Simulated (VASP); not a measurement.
Set up this calculation in VASP 6.6.1, as the native input.

```
Task                   : electric field gradients
Functional             : PBEsol
Potentials or basis    : VASP PAW PBE potentials, release 64 (Mg)
Cutoff                 : 520 eV
k mesh                 : 16 × 16 × 16
Occupations            : fermi-dirac, width 0.05 eV
Spin                   : no spin polarisation
Dipole correction      : no
Further INCAR settings : ALGO = Normal; EDIFF = 1e-08; NBANDS = 7
```

The structure of Mg lies in POSCAR:

```
Mg
1.0
   -1.4665903054      1.4665903054      1.4665903054
    1.4665903054     -1.4665903054      1.4665903054
    1.4665903054      1.4665903054     -1.4665903054
Mg
1
Direct
    0.0000000000      0.0000000000      0.0000000000
```

This cell differs from its parent crystal: volume scaled by 0.98.

These files were run (other wordings do the same):

INCAR

```
PREC = Accurate
ENCUT = 520
EDIFF = 1E-8
ISMEAR = -1
SIGMA = 0.05
LREAL = False
LASPH = True
NELM = 80
ALGO = Normal
ISIF = 2
LWAVE = False
LCHARG = False
GGA = PS
LEFG = True
NBANDS = 7
```

KPOINTS

```
Automatic mesh
0
Gamma
  16 16 16
```

Potentials or basis: VASP PAW PBE potentials, release 64 (Mg).

Command:

```console
$ cat potpaw_PBE.64/Mg/POTCAR > POTCAR
$ mpirun -np 1 vasp_std > vasp.out
```

Results of the run:

```yaml
Pressure: 66.2 GPa
Band_gap_on_the_k_mesh: zero (band 1 reaches 10.56 eV, above the bottom of band 2 at 5.74 eV)
```

Caveat: without QUAD_EFG the Cq values of the log hold for a quadrupole moment of 1 mb, not for the nuclei; the PAW data sets were made with another functional, which shifts forces and pressure a little.

Wall time 16 s on 1 thread of Intel(R) Xeon(R) Platinum 8375C CPU @ 2.90GHz (Ice Lake), with other jobs on the host, peak memory 0.12 GiB.
